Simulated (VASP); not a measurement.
Input of a VASP 6.6.1 run:

Contents of INCAR:

```
ALGO = Normal
EDIFF = 1E-7
ENCUT = 520
GGA = PE
ISIF = 2
ISMEAR = 0
ISPIN = 2
LASPH = T
LCHARG = T
LELF = T
LMAXMIX = 4
LORBIT = 11
LREAL = F
LVHAR = T
LWAVE = F
MAGMOM = 3 3 -3 0
NBANDS = 31
NELM = 150
PREC = Accurate
SIGMA = 0.1
```

File KPOINTS:

```
k-points
0
Gamma
  12 12 12
```

File POSCAR:

```
Fe3Pb
1.0
    0.0000000000      3.0723652442      3.0723652442
    3.0723652442      0.0000000000      3.0723652442
    3.0723652442      3.0723652442      0.0000000000
Fe Pb
3 1
Direct
    0.2500000000      0.2500000000      0.2500000000
    0.7500000000      0.7500000000      0.7500000000
    0.5000000000      0.5000000000      0.5000000000
    0.0000000000      0.0000000000      0.0000000000
```

Potentials or basis: VASP PAW PBE potentials, release 64 (Fe, Pb_d).

Launch:

```console
$ cat potpaw_PBE.64/Fe/POTCAR potpaw_PBE.64/Pb_d/POTCAR > POTCAR
$ mpirun -np 1 vasp_std > vasp.out
```

Question: Estimate the net moment.

Answer: 1.24 μB per cell.

Question: Predict the pressure.

Answer: 0.1 GPa.

Question: Estimate the site moments.

Answer: Fe +1.95, -2.47 (each value once); Pb -0.07 μB.
